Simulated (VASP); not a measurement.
# BaTe (Fm-3m) in VASP: further runs

Runs on BaTe. Level: PBE. Tasks: electric field gradients.

Program: VASP 6.6.1. These are calculated values, not measurements. Logs are shortened: lines on timing, memory, paths and dates and some standing lists are left out, and cuts for length are marked.

**1. The cell of the first run**

The structure is cubic, space group Fm-3m (No. 225). The conventional cell has a = 6.704 Å, b = 6.704 Å, c = 6.704 Å, α = 90.00°, β = 90.00°, γ = 90.00°. Within 4.4 Å of Ba (site symmetry m-3m) lie 6 Te at 3.35 Å. Te (site symmetry m-3m) has 6 Ba at 3.35 Å within 4.4 Å.

**2. Electric field gradients, PBE (volume scaled by 0.95)**

INCAR reads:

```
PREC     = Accurate       # precision mode
ENCUT    = 520            # plane-wave cutoff, eV
EDIFF    = 1E-8           # SCF threshold, eV
ISMEAR   = -1             # smearing method
SIGMA    = 0.05           # smearing width, eV
LREAL    = F              # projectors in reciprocal space
LASPH    = T              # aspherical terms in the spheres
NELM     = 60             # most SCF steps
ALGO     = Normal         # electronic algorithm
ISIF     = 2              # what is computed and relaxed
LWAVE    = F              # write WAVECAR
LCHARG   = F              # write CHGCAR
GGA      = PE             # functional
LEFG     = T            
NBANDS   = 15             # bands
```

KPOINTS reads:

```
regular mesh
0
Gamma
  10 10 10
```

POSCAR reads:

```
BaTe
1.0
    0.0000000000      3.3521922222      3.3521922222
    3.3521922222      0.0000000000      3.3521922222
    3.3521922222      3.3521922222      0.0000000000
Ba Te
1 1
Direct
    0.0000000000      0.0000000000      0.0000000000
    0.5000000000      0.5000000000      0.5000000000
```

Potentials or basis: VASP PAW PBE potentials, release 64 (Ba_sv, Te).

Command:

```
> cat potpaw_PBE.64/Ba_sv/POTCAR potpaw_PBE.64/Te/POTCAR > POTCAR
> mpirun -np 1 vasp_std > vasp.out
```

OUTCAR:

```text
PREC = Accurate
   ENCUT = 520
   EDIFF = 1E-8
   ISMEAR = -1
   LREAL = F
   LASPH = T
   NELM = 60
   ISIF = 2
   GGA = PE

 ion  position               nearest neighbor table
   1  0.000  0.000  0.000-   2 3.35   2 3.35   2 3.35   2 3.35   2 3.35   2 3.35
   2  0.500  0.500  0.500-   1 3.35   1 3.35   1 3.35   1 3.35   1 3.35   1 3.35

  LATTYP: Found a face centered cubic cell.
 ALAT       =     6.7043844444

  Lattice vectors:

 A1 = (   0.0000000000,   3.3521922222,   3.3521922222)
 A2 = (   3.3521922222,   0.0000000000,   3.3521922222)
 A3 = (   3.3521922222,   3.3521922222,   0.0000000000)

Analysis of symmetry for initial positions (statically):
=====================================================================
 Subroutine PRICEL returns:
 Original cell was already a primitive cell.

 Routine SETGRP: Setting up the symmetry group for a
 face centered cubic supercell.

 Subroutine GETGRP returns: Found 48 space group operations
 (whereof 48 operations were pure point group operations)
 out of a pool of 48 trial point group operations.

The static configuration has the point symmetry O_h .

Analysis of symmetry for dynamics (positions and initial velocities):
=====================================================================
 Subroutine PRICEL returns:
 Original cell was already a primitive cell.

 Routine SETGRP: Setting up the symmetry group for a
 face centered cubic supercell.

 Subroutine GETGRP returns: Found 48 space group operations
 (whereof 48 operations were pure point group operations)
 out of a pool of 48 trial point group operations.

The dynamic configuration has the point symmetry O_h .

 Subroutine INISYM returns: Found 48 space group operations
 (whereof 48 operations are pure point group operations),
 and found     1 'primitive' translations

----------------------------------------------------------------------------------------

                                     Primitive cell

  volume of cell :      75.3385

  direct lattice vectors                    reciprocal lattice vectors
     0.000000000  3.352192222  3.352192222    -0.149156124  0.149156124  0.149156124
     3.352192222  0.000000000  3.352192222     0.149156124 -0.149156124  0.149156124
     3.352192222  3.352192222  0.000000000     0.149156124  0.149156124 -0.149156124

  length of vectors
     4.740715704  4.740715704  4.740715704     0.258345986  0.258345986  0.258345986

  position of ions in fractional coordinates (direct lattice)
     0.000000000  0.000000000  0.000000000
     0.500000000  0.500000000  0.500000000

  ion indices of the primitive-cell ions
   primitive index   ion index
                 1           1
                 2           2

----------------------------------------------------------------------------------------

 KPOINTS: regular mesh

Automatic generation of k-mesh.
 Grid dimensions read from file:
 generate k-points for:   10   10   10

 Generating k-lattice:

  Cartesian coordinates                     Fractional coordinates (reciprocal lattice)
    -0.014915612  0.014915612  0.014915612     0.100000000  0.000000000  0.000000000
     0.014915612 -0.014915612  0.014915612     0.000000000  0.100000000  0.000000000
     0.014915612  0.014915612 -0.014915612     0.000000000  0.000000000  0.100000000

  Length of vectors
     0.025834599  0.025834599  0.025834599

  Shift w.r.t. Gamma in fractional coordinates (k-lattice)
     0.000000000  0.000000000  0.000000000

 Subroutine IBZKPT returns following result:
 ===========================================

 Found     47 irreducible k-points:

 Following reciprocal coordinates:
            Coordinates               Weight
  0.000000  0.000000  0.000000      1.000000
  0.100000  0.000000  0.000000      8.000000
  0.200000  0.000000  0.000000      8.000000
  0.300000  0.000000  0.000000      8.000000
  0.400000  0.000000  0.000000      8.000000
  0.500000  0.000000  0.000000      4.000000
[... 16 lines left out ...]
  0.300000  0.300000  0.000000      6.000000
  0.400000  0.300000  0.000000     24.000000
 [... further k-points ...]
   k-points           NKPTS =     47   k-points in BZ     NKDIM =     47   number of bands    NBANDS=     15
   number of dos      NEDOS =    301   number of ions     NIONS =      2
   total plane-waves  NPLWV =  46656
   dimension x,y,z NGX =    36 NGY =   36 NGZ =   36
   dimension x,y,z NGXF=    72 NGYF=   72 NGZF=   72
   ions per type =               1   1
   NGX,Y,Z   is equivalent  to a cutoff of  12.62, 12.62, 12.62 a.u.
   NGXF,Y,Z  is equivalent  to a cutoff of  25.25, 25.25, 25.25 a.u.
 SYSTEM =  unknown system
   PREC   = accura    normal or accurate (medium, high low for compatibility)
   ISTART =      0    job   : 0-new  1-cont  2-samecut
   ICHARG =      2    charge: 1-file 2-atom 10-const
   ISPIN  =      1    spin polarized calculation?
   LNONCOLLINEAR =      F non collinear calculations
   LSORBIT =      F    spin-orbit coupling
   LASPH  =      T    aspherical Exc in radial PAW
   ENCUT  =  520.0 eV  38.22 Ry    6.18 a.u.   8.81  8.81  8.81*2*pi/ulx,y,z
   NELM   =     60;   NELMIN=  2; NELMDL= -5     # of ELM steps
   EDIFF  = 0.1E-07   stopping-criterion for ELM
   LREAL  =      F    real-space projection
   EDIFFG = 0.1E-06   stopping-criterion for IOM
   NSW    =      0    number of steps for IOM
   IBRION =     -1    ionic relax: 0-MD 1-quasi-New 2-CG
   NFREE  =      0    steps in history (QN), initial steepest desc. (CG)
   ISIF   =      2    stress and relaxation
   ISYM   =      2    0-nonsym 1-usesym 2-fastsym
   POTIM  = 0.5000    time-step for ionic-motion
   TEBEG  =    0.0;   TEEND  =   0.0 temperature during run
   PSTRESS=    0.0 pullay stress
   NELECT =      16.0000    total number of electrons
   NUPDOWN=      -1.0000    fix difference up-down
   EMIN   =  10.00;   EMAX   =-10.00  energy-range for DOS
   EFERMI =   0.00;   METHOD = LEGACY
   ISMEAR =    -1;   SIGMA  =   0.05  broadening in eV -4-tet -1-fermi 0-gaus
   EFERMI_NEDOS =   21; number of points for ismear=-14 and -15
   IALGO  =     38    algorithm
   IMIX   =      4    mixing-type and parameters
     AMIX     =   0.40;   BMIX     =  1.00
     AMIX_MAG =   1.60;   BMIX_MAG =  1.00
  volume/ion in A,a.u.               =      37.67       254.20
  Fermi-wavevector in a.u.,A,eV,Ry     =   0.976733  1.845758 12.980061  0.954008
  Thomas-Fermi vector in A             =   2.107375
   LORBIT       =      0    0 simple, 1 ext, 2 COOP (PROOUT), +10 PAW based schemes
   GGA     = PE    functional components
   LHFCALC =     F    Hartree Fock is set to
   AEXX    =    0.0000 exact exchange contribution
   IVDW    =     0    specifies the selected vdW correction
   LEPSILON=     F    determine dielectric tensor
   LRPA    =     F    only Hartree local field effects (RPA)
 non-spin polarized calculation
  energy-cutoff  :      520.00
  volume of cell :       75.34
 maximum number of plane-waves:      2085
   NGX = 17   NGY = 17   NGZ = 17

 number of electron      16.0000000 magnetization

 Free energy of the ion-electron system (eV)
  ---------------------------------------------------
  ext. energy  EPLUGINS =         0.00000000
  ---------------------------------------------------
  free energy    TOTEN  =        -8.37694875 eV

  energy without entropy =       -8.37694866  energy(sigma->0) =       -8.37694870

 E-fermi :   3.7612     XC(G=0):  -8.7786

 val. band max:        3.1641069662   @ k =   0.0000   0.0000   0.0000
 cond. band min:       4.3476678868   @ k =   0.5000   0.5000   0.0000
 fundamental gap:      1.1835609205
 Fermi energy:         3.7612268741

 k-point     1 :       0.0000    0.0000    0.0000
  band No.  band energies     occupation
      1     -23.5558      2.00000
      2      -8.7420      2.00000
      3      -8.7420      2.00000
      4      -8.7420      2.00000
      5      -6.6957      2.00000
      6       3.1641      1.99999
      7       3.1641      1.99999
      8       3.1641      1.99999
      9       5.9686      0.00000
     10       5.9686      0.00000
     11       5.9686      0.00000
     12       6.6139      0.00000
     13       6.7346      0.00000
     14       6.7346      0.00000
[... 401 lines left out ...]
      2      -9.1544      2.00000
      3      -8.8619      2.00000
      4      -8.8468      2.00000
      5      -6.1927      2.00000
      6       1.4816      2.00000
      7       2.5436      2.00000
      8       2.6528      2.00000
      9       4.8323      0.00000
     10       7.7711      0.00000
     11       8.1936      0.00000
     12       8.9016      0.00000
     13       8.9221      0.00000
     14      10.3704      0.00000
     15      11.7909      0.00000

 [... further k-points ...]

------------------------ aborting loop because EDIFF is reached ----------------------------------------

  FORCE on cell =-STRESS in cart. coord.  units (eV):
  Direction    XX          YY          ZZ          XY          YZ          ZX
  --------------------------------------------------------------------------------------
  -------------------------------------------------------------------------------------
  Total        3.2179886      3.2179886      3.2179886      0.0000000      0.0000000      0.0000000
  in kB       68.4350112     68.4350112     68.4350112      0.0000000      0.0000000      0.0000000
  external PRESSURE =      68.4350112 kB  Pullay stress =       0.0000000 kB

 VOLUME and BASIS-vectors are now :
 -----------------------------------------------------------------------------
  energy-cutoff  :      520.00
  volume of cell :       75.34
      direct lattice vectors                 reciprocal lattice vectors
     0.000000000  3.352192222  3.352192222    -0.149156124  0.149156124  0.149156124
     3.352192222  0.000000000  3.352192222     0.149156124 -0.149156124  0.149156124
     3.352192222  3.352192222  0.000000000     0.149156124  0.149156124 -0.149156124

 POSITION                                       TOTAL-FORCE (eV/Angst)
 -----------------------------------------------------------------------------------
      0.00000      0.00000      0.00000        -0.000000      0.000000      0.000000
      3.35219      3.35219      3.35219         0.000000     -0.000000     -0.000000
 -----------------------------------------------------------------------------------
    total drift:                                0.000000      0.000000      0.000000

  FREE ENERGIE OF THE ION-ELECTRON SYSTEM (eV)
  ---------------------------------------------------
  free  energy   TOTEN  =        -8.3769487455 eV

  energy  without entropy=       -8.3769486620  energy(sigma->0) =       -8.37694870

 Electric field gradients (V/A^2)
---------------------------------------------------------------------
 ion       V_xx      V_yy      V_zz      V_xy      V_xz      V_yz
---------------------------------------------------------------------
   1       0.000     0.000    -0.000    -0.000    -0.000    -0.000
   2      -0.000    -0.000    -0.000     0.000     0.000     0.000
---------------------------------------------------------------------

 Electric field gradients after diagonalization (V/A^2)
 (convention: |V_zz| > |V_xx| > |V_yy|)
----------------------------------------------------------------------
 ion       V_xx      V_yy      V_zz     asymmetry (V_yy - V_xx)/ V_zz
----------------------------------------------------------------------
   1       0.000     0.000    -0.001       0.000
   2      -0.000    -0.000     0.000       0.000
----------------------------------------------------------------------

           NMR quadrupolar parameters

 Cq : quadrupolar parameter    Cq=e*Q*V_zz/h
 eta: asymmetry parameters     (V_yy - V_xx)/ V_zz
 Q  : nuclear electric quadrupole moment in mb (millibarn)
----------------------------------------------------------------------
 ion       Cq(MHz)       eta       Q (mb)
----------------------------------------------------------------------
   1      -0.000       0.000       1.000
   2       0.000       0.000       1.000
----------------------------------------------------------------------
```

Run time: 35 s. Hardware: 1 thread of AMD EPYC 9R45 (Zen 5), shared host; peak memory 0.2 GiB.

Results:

| Item | Value |
| --- | --- |
| Free energy | -8.3769 eV |
| Pressure | 6.8 GPa |
| Band gap on the k mesh | 1.18 eV, indirect (least direct gap 1.55 eV) |

Levels at points of the mesh, in eV from the valence-band top:
| k point | band 5 | band 6 | band 7 | band 8 | band 9 | band 10 | band 11 | band 12 |
| --- | --- | --- | --- | --- | --- | --- | --- | --- |
| (0.00, 0.00, 0.00) | -9.86 | 0.00 | 0.00 | 0.00 | 2.80 | 2.80 | 2.80 | 3.45 |
| (0.50, 0.00, 0.00) | -8.67 | -2.62 | -1.42 | -1.42 | 4.35 | 5.06 | 5.14 | 5.14 |
| (0.50, 0.50, 0.00) | -9.62 | -1.14 | -0.37 | -0.37 | 1.18 | 4.62 | 5.24 | 6.17 |

Caveat: without QUAD_EFG the Cq values of the log hold for a quadrupole moment of 1 mb, not for the nuclei; spin-orbit coupling is left out, which moves the levels of the heavy elements.

**3. Electric field gradients, PBE (volume scaled by 0.975)**

INCAR reads:

```
SYSTEM = BaTe
ALGO = Normal ; EDIFF = 1E-8
ENCUT = 520 ; GGA = PE
ISIF = 2 ; ISMEAR = -1
LASPH = .TRUE. ; LCHARG = .FALSE.
LEFG = .TRUE. ; LREAL = .FALSE.
LWAVE = .FALSE. ; NBANDS = 15
NELM = 100 ; PREC = Accurate
SIGMA = 0.05
```

KPOINTS reads:

```
k-points
0
G
  10 10 10
  0 0 0
```

POSCAR reads:

```
BaTe
1.0
    0.0000000000      3.3813431830      3.3813431830
    3.3813431830      0.0000000000      3.3813431830
    3.3813431830      3.3813431830      0.0000000000
Ba Te
1 1
Direct
    0.0000000000      0.0000000000      0.0000000000
    0.5000000000      0.5000000000      0.5000000000
```

Potentials or basis: VASP PAW PBE potentials, release 64 (Ba_sv, Te).

Command:

```
> cat potpaw_PBE.64/Ba_sv/POTCAR potpaw_PBE.64/Te/POTCAR > POTCAR
> mpirun -np 1 vasp_std > vasp.out
```

OUTCAR:

```text
SYSTEM = BaTe
   EDIFF = 1E-8
   ENCUT = 520
   GGA = PE
   ISIF = 2
   ISMEAR = -1
   LASPH = .TRUE.
   LREAL = .FALSE.
   NELM = 100
   PREC = Accurate

 ion  position               nearest neighbor table
   1  0.000  0.000  0.000-   2 3.38   2 3.38   2 3.38   2 3.38   2 3.38   2 3.38
   2  0.500  0.500  0.500-   1 3.38   1 3.38   1 3.38   1 3.38   1 3.38   1 3.38

  LATTYP: Found a face centered cubic cell.
 ALAT       =     6.7626863660

  Lattice vectors:

 A1 = (   0.0000000000,   3.3813431830,   3.3813431830)
 A2 = (   3.3813431830,   0.0000000000,   3.3813431830)
 A3 = (   3.3813431830,   3.3813431830,   0.0000000000)

Analysis of symmetry for initial positions (statically):
=====================================================================
 Subroutine PRICEL returns:
 Original cell was already a primitive cell.

 Routine SETGRP: Setting up the symmetry group for a
 face centered cubic supercell.

[... 620 lines left out ...]
      direct lattice vectors                 reciprocal lattice vectors
     0.000000000  3.381343183  3.381343183    -0.147870232  0.147870232  0.147870232
     3.381343183  0.000000000  3.381343183     0.147870232 -0.147870232  0.147870232
     3.381343183  3.381343183  0.000000000     0.147870232  0.147870232 -0.147870232

 POSITION                                       TOTAL-FORCE (eV/Angst)
 -----------------------------------------------------------------------------------
      0.00000      0.00000      0.00000        -0.000000     -0.000000      0.000000
      3.38134      3.38134      3.38134         0.000000      0.000000     -0.000000
 -----------------------------------------------------------------------------------
    total drift:                                0.000000      0.000000      0.000000

  FREE ENERGIE OF THE ION-ELECTRON SYSTEM (eV)
  ---------------------------------------------------
  free  energy   TOTEN  =        -8.4529606842 eV

  energy  without entropy=       -8.4529606414  energy(sigma->0) =       -8.45296066

 Electric field gradients (V/A^2)
---------------------------------------------------------------------
 ion       V_xx      V_yy      V_zz      V_xy      V_xz      V_yz
---------------------------------------------------------------------
   1       0.000     0.000    -0.000    -0.000    -0.000    -0.000
   2      -0.000     0.000    -0.000     0.000     0.000     0.000
---------------------------------------------------------------------

 Electric field gradients after diagonalization (V/A^2)
 (convention: |V_zz| > |V_xx| > |V_yy|)
----------------------------------------------------------------------
 ion       V_xx      V_yy      V_zz     asymmetry (V_yy - V_xx)/ V_zz
----------------------------------------------------------------------
   1       0.000     0.000    -0.000       0.000
   2      -0.000    -0.000     0.000       0.000
----------------------------------------------------------------------

           NMR quadrupolar parameters

 Cq : quadrupolar parameter    Cq=e*Q*V_zz/h
 eta: asymmetry parameters     (V_yy - V_xx)/ V_zz
 Q  : nuclear electric quadrupole moment in mb (millibarn)
----------------------------------------------------------------------
 ion       Cq(MHz)       eta       Q (mb)
----------------------------------------------------------------------
   1      -0.000       0.000       1.000
   2       0.000       0.000       1.000
----------------------------------------------------------------------
```

It took 36 s on 1 thread of AMD EPYC 9R45 (Zen 5), shared host; peak memory 0.21 GiB.

Results:

* Free energy: -8.4530 eV
* Pressure: 5.5 GPa
* Band gap on the k mesh: 1.26 eV, indirect (least direct gap 1.63 eV)

Caveat: without QUAD_EFG the Cq values of the log hold for a quadrupole moment of 1 mb, not for the nuclei; spin-orbit coupling is left out, which moves the levels of the heavy elements. A k mesh can miss the band edges.

(Continued in part 2 of 2.)
